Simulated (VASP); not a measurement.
# BRu4 (Pm-3m) in VASP: single point with PBE

Aim: the single point of BRu4 with PBE.

All numbers are computed with VASP 6.6.1; they aren't measurements. Logs are shortened: lines on timing, memory, paths and dates and some standing lists are left out, and cuts for length are marked.

### Step 1. The cell of the first run

Symmetry: Pm-3m, No. 221, cubic system. The conventional cell has a = 5.185 Å, b = 5.185 Å, c = 5.185 Å, α = 90.00°, β = 90.00°, γ = 90.00°. B (site symmetry m-3m) has 8 Ru at 1.81 Å within 2.4 Å. Within 3.5 Å of B (site symmetry m-3m) lie 8 Ru at 2.68 Å. Ru (site symmetry 3m) has 1 B at 1.81 Å and 3 Ru at 2.09 Å within 2.4 Å.

The cell was generated, and may not be a known phase.

### Step 2. Single point, PBE

INCAR

```
SYSTEM = BRu4
PREC = Accurate
ENCUT = 520
EDIFF = 1E-7
ISMEAR = 0
SIGMA = 0.1
LREAL = .FALSE.
LASPH = .TRUE.
NELM = 100
ALGO = Fast
ISIF = 2
LWAVE = .FALSE.
LCHARG = .FALSE.
GGA = PE
NBANDS = 70
```

KPOINTS

```
Automatic mesh
0
G
  4 4 4
  0 0 0
```

POSCAR

```
BRu4
1.0
    5.1850961100      0.0000000000      0.0000000000
    0.0000000000      5.1850961100      0.0000000000
    0.0000000000      0.0000000000      5.1850961100
B Ru
2 8
Direct
    0.0000000000      0.0000000000      0.0000000000
    0.5000000000      0.5000000000      0.5000000000
    0.2019371200      0.2019371200      0.2019371200
    0.7980628800      0.7980628800      0.2019371200
    0.7980628800      0.2019371200      0.7980628800
    0.2019371200      0.7980628800      0.7980628800
    0.2019371200      0.2019371200      0.7980628800
    0.7980628800      0.7980628800      0.7980628800
    0.2019371200      0.7980628800      0.2019371200
    0.7980628800      0.2019371200      0.2019371200
```

Potentials or basis: VASP PAW PBE potentials, release 64 (B, Ru_pv).

Run with:

```
cat potpaw_PBE.64/B/POTCAR potpaw_PBE.64/Ru_pv/POTCAR > POTCAR
mpirun -np 1 vasp_std > vasp.out
```

OUTCAR:

```text
SYSTEM = BRu4
   PREC = Accurate
   ENCUT = 520
   EDIFF = 1E-7
   ISMEAR = 0
   LREAL = .FALSE.
   LASPH = .TRUE.
   NELM = 100
   ISIF = 2
   GGA = PE

 ion  position               nearest neighbor table
   1  0.000  0.000  0.000-   3 1.81   4 1.81   5 1.81   6 1.81   7 1.81   8 1.81   9 1.81  10 1.81

   2  0.500  0.500  0.500-   3 2.68   4 2.68   5 2.68   6 2.68   7 2.68   8 2.68   9 2.68  10 2.68

   3  0.202  0.202  0.202-   1 1.81   7 2.09   9 2.09  10 2.09   2 2.68   4 2.96   5 2.96   6 2.96
                             7 3.09  10 3.09   9 3.09
   4  0.798  0.798  0.202-   1 1.81   8 2.09   9 2.09  10 2.09   2 2.68   3 2.96   5 2.96   6 2.96
                             8 3.09  10 3.09   9 3.09
   5  0.798  0.202  0.798-   1 1.81   7 2.09   8 2.09  10 2.09   2 2.68   3 2.96   4 2.96   6 2.96
                             8 3.09  10 3.09   7 3.09
   6  0.202  0.798  0.798-   1 1.81   7 2.09   8 2.09   9 2.09   2 2.68   3 2.96   4 2.96   5 2.96
                             8 3.09   9 3.09   7 3.09
   7  0.202  0.202  0.798-   1 1.81   3 2.09   5 2.09   6 2.09   2 2.68   8 2.96   9 2.96  10 2.96
                             5 3.09   6 3.09   3 3.09
   8  0.798  0.798  0.798-   1 1.81   4 2.09   5 2.09   6 2.09   2 2.68   7 2.96   9 2.96  10 2.96
                             4 3.09   5 3.09   6 3.09
   9  0.202  0.798  0.202-   1 1.81   3 2.09   4 2.09   6 2.09   2 2.68   7 2.96   8 2.96  10 2.96
                             4 3.09   6 3.09   3 3.09
  10  0.798  0.202  0.202-   1 1.81   3 2.09   4 2.09   5 2.09   2 2.68   7 2.96   8 2.96   9 2.96
                             4 3.09   5 3.09   3 3.09

  LATTYP: Found a simple cubic cell.
 ALAT       =     5.1850961100

  Lattice vectors:

 A1 = (   5.1850961100,   0.0000000000,   0.0000000000)
 A2 = (   0.0000000000,   5.1850961100,   0.0000000000)
 A3 = (   0.0000000000,   0.0000000000,   5.1850961100)

Analysis of symmetry for initial positions (statically):
=====================================================================
 Subroutine PRICEL returns:
 Original cell was already a primitive cell.

 Routine SETGRP: Setting up the symmetry group for a
 simple cubic supercell.

 Subroutine GETGRP returns: Found 48 space group operations
 (whereof 48 operations were pure point group operations)
 out of a pool of 48 trial point group operations.

The static configuration has the point symmetry O_h .

Analysis of symmetry for dynamics (positions and initial velocities):
=====================================================================
 Subroutine PRICEL returns:
 Original cell was already a primitive cell.

 Routine SETGRP: Setting up the symmetry group for a
 simple cubic supercell.

 Subroutine GETGRP returns: Found 48 space group operations
 (whereof 48 operations were pure point group operations)
 out of a pool of 48 trial point group operations.

The dynamic configuration has the point symmetry O_h .

 Subroutine INISYM returns: Found 48 space group operations
 (whereof 48 operations are pure point group operations),
 and found     1 'primitive' translations

----------------------------------------------------------------------------------------

                                     Primitive cell

  volume of cell :     139.4025

  direct lattice vectors                    reciprocal lattice vectors
     5.185096110  0.000000000  0.000000000     0.192860456  0.000000000  0.000000000
     0.000000000  5.185096110  0.000000000     0.000000000  0.192860456  0.000000000
     0.000000000  0.000000000  5.185096110     0.000000000  0.000000000  0.192860456

  length of vectors
     5.185096110  5.185096110  5.185096110     0.192860456  0.192860456  0.192860456

  position of ions in fractional coordinates (direct lattice)
     0.000000000  0.000000000  0.000000000
     0.500000000  0.500000000  0.500000000
     0.201937120  0.201937120  0.201937120
     0.798062880  0.798062880  0.201937120
     0.798062880  0.201937120  0.798062880
     0.201937120  0.798062880  0.798062880
     0.201937120  0.201937120  0.798062880
     0.798062880  0.798062880  0.798062880
     0.201937120  0.798062880  0.201937120
     0.798062880  0.201937120  0.201937120

  ion indices of the primitive-cell ions
   primitive index   ion index
                 1           1
                 2           2
                 3           3
                 4           4
                 5           5
                 6           6
                 7           7
                 8           8
                 9           9
                10          10

----------------------------------------------------------------------------------------

 KPOINTS: Automatic mesh

Automatic generation of k-mesh.
 Grid dimensions read from file:
 generate k-points for:    4    4    4

 Generating k-lattice:

  Cartesian coordinates                     Fractional coordinates (reciprocal lattice)
     0.048215114  0.000000000  0.000000000     0.250000000  0.000000000  0.000000000
     0.000000000  0.048215114  0.000000000     0.000000000  0.250000000  0.000000000
     0.000000000  0.000000000  0.048215114     0.000000000  0.000000000  0.250000000

  Length of vectors
     0.048215114  0.048215114  0.048215114

  Shift w.r.t. Gamma in fractional coordinates (k-lattice)
     0.000000000  0.000000000  0.000000000

 Subroutine IBZKPT returns following result:
 ===========================================

 Found     10 irreducible k-points:

 Following reciprocal coordinates:
            Coordinates               Weight
  0.000000  0.000000  0.000000      1.000000
  0.250000  0.000000  0.000000      6.000000
  0.500000  0.000000  0.000000      3.000000
  0.250000  0.250000  0.000000     12.000000
  0.500000  0.250000  0.000000     12.000000
  0.500000  0.500000  0.000000      3.000000
  0.250000  0.250000  0.250000      8.000000
  0.500000  0.250000  0.250000     12.000000
  0.500000  0.500000  0.250000      6.000000
  0.500000  0.500000  0.500000      1.000000
   k-points           NKPTS =     10   k-points in BZ     NKDIM =     10   number of bands    NBANDS=     70
   number of dos      NEDOS =    301   number of ions     NIONS =     10
   total plane-waves  NPLWV =  64000
   dimension x,y,z NGX =    40 NGY =   40 NGZ =   40
   dimension x,y,z NGXF=    80 NGYF=   80 NGZF=   80
   ions per type =               2   8
   NGX,Y,Z   is equivalent  to a cutoff of  12.82, 12.82, 12.82 a.u.
   NGXF,Y,Z  is equivalent  to a cutoff of  25.65, 25.65, 25.65 a.u.
 SYSTEM =  BRu4
   PREC   = accura    normal or accurate (medium, high low for compatibility)
   ISTART =      0    job   : 0-new  1-cont  2-samecut
   ICHARG =      2    charge: 1-file 2-atom 10-const
   ISPIN  =      1    spin polarized calculation?
   LNONCOLLINEAR =      F non collinear calculations
   LSORBIT =      F    spin-orbit coupling
   LASPH  =      T    aspherical Exc in radial PAW
   ENCUT  =  520.0 eV  38.22 Ry    6.18 a.u.   9.64  9.64  9.64*2*pi/ulx,y,z
   NELM   =    100;   NELMIN=  2; NELMDL= -5     # of ELM steps
   EDIFF  = 0.1E-06   stopping-criterion for ELM
   LREAL  =      F    real-space projection
   EDIFFG = 0.1E-05   stopping-criterion for IOM
   NSW    =      0    number of steps for IOM
   IBRION =     -1    ionic relax: 0-MD 1-quasi-New 2-CG
   NFREE  =      0    steps in history (QN), initial steepest desc. (CG)
   ISIF   =      2    stress and relaxation
   ISYM   =      2    0-nonsym 1-usesym 2-fastsym
   POTIM  = 0.5000    time-step for ionic-motion
   TEBEG  =    0.0;   TEEND  =   0.0 temperature during run
   PSTRESS=    0.0 pullay stress
   NELECT =     118.0000    total number of electrons
   NUPDOWN=      -1.0000    fix difference up-down
   EMIN   =  10.00;   EMAX   =-10.00  energy-range for DOS
   EFERMI =   0.00;   METHOD = LEGACY
   ISMEAR =     0;   SIGMA  =   0.10  broadening in eV -4-tet -1-fermi 0-gaus
   EFERMI_NEDOS =   21; number of points for ismear=-14 and -15
   IALGO  =     68    algorithm
   IMIX   =      4    mixing-type and parameters
     AMIX     =   0.40;   BMIX     =  1.00
     AMIX_MAG =   1.60;   BMIX_MAG =  1.00
  volume/ion in A,a.u.               =      13.94        94.07
  Fermi-wavevector in a.u.,A,eV,Ry     =   1.548622  2.926471 32.629891  2.398229
  Thomas-Fermi vector in A             =   2.653546
   LORBIT       =      0    0 simple, 1 ext, 2 COOP (PROOUT), +10 PAW based schemes
   GGA     = PE    functional components
   LHFCALC =     F    Hartree Fock is set to
   AEXX    =    0.0000 exact exchange contribution
   IVDW    =     0    specifies the selected vdW correction
   LEPSILON=     F    determine dielectric tensor
   LRPA    =     F    only Hartree local field effects (RPA)
 non-spin polarized calculation
 RMM-DIIS sequential band-by-band and
 Gauss-broadening in eV      SIGMA  =   0.10
  energy-cutoff  :      520.00
  volume of cell :      139.40
 maximum number of plane-waves:      3840
 NGX is ok and might be reduce to    40
   NGX = 19   NGY = 19   NGZ = 19

 number of electron     118.0000005 magnetization

 Free energy of the ion-electron system (eV)
  ---------------------------------------------------
  ext. energy  EPLUGINS =         0.00000000
  ---------------------------------------------------
  free energy    TOTEN  =       -57.90346431 eV

  energy without entropy =      -57.88427977  energy(sigma->0) =      -57.89387204

 E-fermi :  10.5740     XC(G=0): -12.5922

 val. band max:       10.5594579614   @ k =   0.5000   0.5000   0.5000
 cond. band min:      10.6015803821   @ k =   0.2500   0.0000   0.0000
 fundamental gap:      0.0421224207
 Fermi energy:        10.5739746148

 k-point     1 :       0.0000    0.0000    0.0000
  band No.  band energies     occupation
      1     -35.2804      2.00000
      2     -34.6612      2.00000
      3     -34.6612      2.00000
      4     -34.6612      2.00000
      5     -34.5521      2.00000
      6     -34.5521      2.00000
[... 62 lines left out ...]
     69      13.8014      0.00000
     70      15.1363      0.00000

 k-point     2 :       0.2500    0.0000    0.0000
  band No.  band energies     occupation
      1     -35.2699      2.00000
      2     -34.6651      2.00000
      3     -34.6479      2.00000
      4     -34.6479      2.00000
      5     -34.5486      2.00000
      6     -34.5293      2.00000
[... 62 lines left out ...]
     69      13.5964      0.00000
     70      13.8250      0.00000

 k-point     3 :       0.5000    0.0000    0.0000
  band No.  band energies     occupation
      1     -35.2596      2.00000
      2     -34.6691      2.00000
      3     -34.6349      2.00000
      4     -34.6349      2.00000
      5     -34.5450      2.00000
      6     -34.5053      2.00000
[... 500 lines left out ...]
     69      12.9353      0.00000
     70      12.9355      0.00000

 k-point    10 :       0.5000    0.5000    0.5000
  band No.  band energies     occupation
      1     -35.2183      2.00000
      2     -34.6144      2.00000
      3     -34.6144      2.00000
      4     -34.6144      2.00000
      5     -34.4730      2.00000
      6     -34.4730      2.00000
[... 62 lines left out ...]
     69      12.8569      0.00000
     70      12.9309      0.00000

------------------------ aborting loop because EDIFF is reached ----------------------------------------

  FORCE on cell =-STRESS in cart. coord.  units (eV):
  Direction    XX          YY          ZZ          XY          YZ          ZX
  --------------------------------------------------------------------------------------
  -------------------------------------------------------------------------------------
  Total       94.3015502     94.3015502     94.3015502     -0.0000000     -0.0000000      0.0000000
  in kB     1083.8245449   1083.8245449   1083.8245449     -0.0000000     -0.0000000      0.0000000
  external PRESSURE =    1083.8245449 kB  Pullay stress =       0.0000000 kB

 VOLUME and BASIS-vectors are now :
 -----------------------------------------------------------------------------
  energy-cutoff  :      520.00
  volume of cell :      139.40
      direct lattice vectors                 reciprocal lattice vectors
     5.185096110  0.000000000  0.000000000     0.192860456  0.000000000  0.000000000
     0.000000000  5.185096110  0.000000000     0.000000000  0.192860456  0.000000000
     0.000000000  0.000000000  5.185096110     0.000000000  0.000000000  0.192860456

 POSITION                                       TOTAL-FORCE (eV/Angst)
 -----------------------------------------------------------------------------------
      0.00000      0.00000      0.00000         0.000000      0.000000      0.000000
      2.59255      2.59255      2.59255         0.000000      0.000000      0.000000
      1.04706      1.04706      1.04706        12.370075     12.370075     12.370075
      4.13803      4.13803      1.04706       -12.370075    -12.370075     12.370075
      4.13803      1.04706      4.13803       -12.370075     12.370075    -12.370075
      1.04706      4.13803      4.13803        12.370075    -12.370075    -12.370075
      1.04706      1.04706      4.13803        12.370075     12.370075    -12.370075
      4.13803      4.13803      4.13803       -12.370075    -12.370075    -12.370075
      1.04706      4.13803      1.04706        12.370075    -12.370075     12.370075
      4.13803      1.04706      1.04706       -12.370075     12.370075     12.370075
 -----------------------------------------------------------------------------------
    total drift:                                0.000000      0.000000      0.000000

  FREE ENERGIE OF THE ION-ELECTRON SYSTEM (eV)
  ---------------------------------------------------
  free  energy   TOTEN  =       -57.9034643129 eV

  energy  without entropy=      -57.8842797735  energy(sigma->0) =      -57.89387204
```

Run time: 3.5 min. Hardware: 1 thread of AMD EPYC 7R43 (Zen 3), shared host; peak memory 0.24 GiB.

Results:

* Free energy: -57.9035 eV
* Pressure: 108.4 GPa
* Largest force: 21.426 eV/Å
* Band gap on the k mesh: zero (bands 59 and 60 overlap by 1.67 eV)

Forces on the atoms (eV/Å):
```
B     0.000   0.000   0.000
B     0.000   0.000   0.000
Ru   12.370  12.370  12.370
Ru  -12.370 -12.370  12.370
Ru  -12.370  12.370 -12.370
Ru   12.370 -12.370 -12.370
Ru   12.370  12.370 -12.370
Ru  -12.370 -12.370 -12.370
Ru   12.370 -12.370  12.370
Ru  -12.370  12.370  12.370
```

Levels at points of the mesh, in eV from the Fermi level:
```
           k point  band 56  band 57  band 58  band 59  band 60  band 61  band 62  band 63
(0.00, 0.00, 0.00)    -0.18    -0.18    -0.18    -0.04    -0.04     1.44     1.44     1.44
(0.50, 0.00, 0.00)    -1.39    -1.08    -1.06    -0.93     0.54     1.31     1.31     1.48
(0.50, 0.50, 0.00)    -1.85    -1.34    -1.34    -0.45    -0.10    -0.10     0.85     1.03
(0.50, 0.50, 0.50)    -1.91    -1.91    -1.91    -1.17    -1.17    -1.17    -0.01    -0.01
```

Caveat: the cell stands under pressure; forces of over 1 eV/Å act on the atoms, so gaps and moduli don't describe the material at rest.

The gap in the log of VASP goes by the Fermi energy; the results here count the filled bands.